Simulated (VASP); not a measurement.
Input of a VASP 6.6.1 run:

Contents of INCAR:

```
ALGO = Fast
EDIFF = 1E-6
ENCUT = 520
GGA = PE
ISIF = 2
ISMEAR = 0
LASPH = True
LCHARG = False
LREAL = False
LWAVE = False
NBANDS = 13
NELM = 60
PREC = Accurate
SIGMA = 0.15
```

File KPOINTS:

```
k-points
0
Gamma
  20 20 20
```

Contents of POSCAR:

```
W
1.0
   -1.5174350000      1.5174350000      1.6771650000
    1.5174350000     -1.5174350000      1.6771650000
    1.5174350000      1.5174350000     -1.6771650000
W
1
Direct
    0.0000000000      0.0000000000      0.0000000000
```

Potentials or basis: VASP PAW PBE potentials, release 64 (W_sv).

Run with:

```sh
$ cat potpaw_PBE.64/W_sv/POTCAR > POTCAR
$ mpirun -np 1 vasp_std > vasp.out
```

**Question.** Predict the pressure.

**Answer.** 16.5 GPa.

**Question.** What does it give for the band gap on the k mesh?

**Answer.** Zero (bands 7 and 8 overlap by 6.06 eV).

Stress tensor (GPa, compression positive):
```
26.19  0.00  0.00
 0.00 26.19  0.00
 0.00  0.00 -2.75
```

Caveat: the cell differs from its parent crystal (strain -0.050 along x and y, +0.050 along z); the stress differs along the axes, from -3 to 26 GPa; spin-orbit coupling is left out, which moves the levels of the heavy elements.
